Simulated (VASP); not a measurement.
A run of VASP 6.6.1 is set up as follows.

File INCAR:

```
PREC     = Accurate       # precision mode
ENCUT    = 520            # plane-wave cutoff, eV
EDIFF    = 1E-6           # SCF threshold, eV
ISMEAR   = 0              # smearing method
SIGMA    = 0.1            # smearing width, eV
LREAL    = F              # projectors in reciprocal space
LASPH    = T              # aspherical terms in the spheres
NELM     = 60             # most SCF steps
ALGO     = Normal         # electronic algorithm
ISIF     = 2              # what is computed and relaxed
LWAVE    = F              # write WAVECAR
LCHARG   = F              # write CHGCAR
LDIPOL   = T            
IDIPOL   = 3            
DIPOL    = 0.5 0.5 0.354
GGA      = PE             # functional
NBANDS   = 57             # bands
```

File KPOINTS:

```
Automatic mesh
0
Gamma
  6 6 1
```

The input POSCAR:

```
Mo3N
1.0
    4.4695765303      0.0000000000      0.0000000000
   -2.2347882651      3.8707668194      0.0000000000
    0.0000000000      0.0000000000     20.8595667262
Mo N
6 2
Direct
    0.6666666667      0.3333333333      0.1917585371
    0.3333333333      0.6666666667      0.2354961900
    0.0000000000      0.0000000000      0.2792338429
    0.6666666667      0.3333333333      0.3191171057
    0.3333333333      0.6666666667      0.3580407041
    0.0000000000      0.0000000000      0.3959606081
    0.0000000000      0.8888888889      0.4993442870
    0.0000000000      0.8888888889      0.5529685908
```

Potentials or basis: VASP PAW PBE potentials, release 64 (Mo_sv, N).

Command:

```console
$ cat potpaw_PBE.64/Mo_sv/POTCAR potpaw_PBE.64/N/POTCAR > POTCAR
$ mpirun -np 1 vasp_std > vasp.out
```

**Question.** Predict the largest force.

**Answer.** 2.464 eV/Å.

**Question.** What does it give for the band gap on the k mesh?

**Answer.** 0.01 eV (least direct gap 0.05 eV).

Forces on the atoms (eV/Å):
```
Mo  -0.014  0.011  1.423
Mo   0.005 -0.018 -0.045
Mo   0.041 -0.112 -2.462
Mo   0.070  0.003 -0.533
Mo   0.066 -0.102  0.303
Mo  -0.199  0.307  1.330
N   -0.003 -0.054 -1.408
N    0.035 -0.035  1.391
```

Caveat: the standard files for N, O and F lose accuracy on very short bonds.
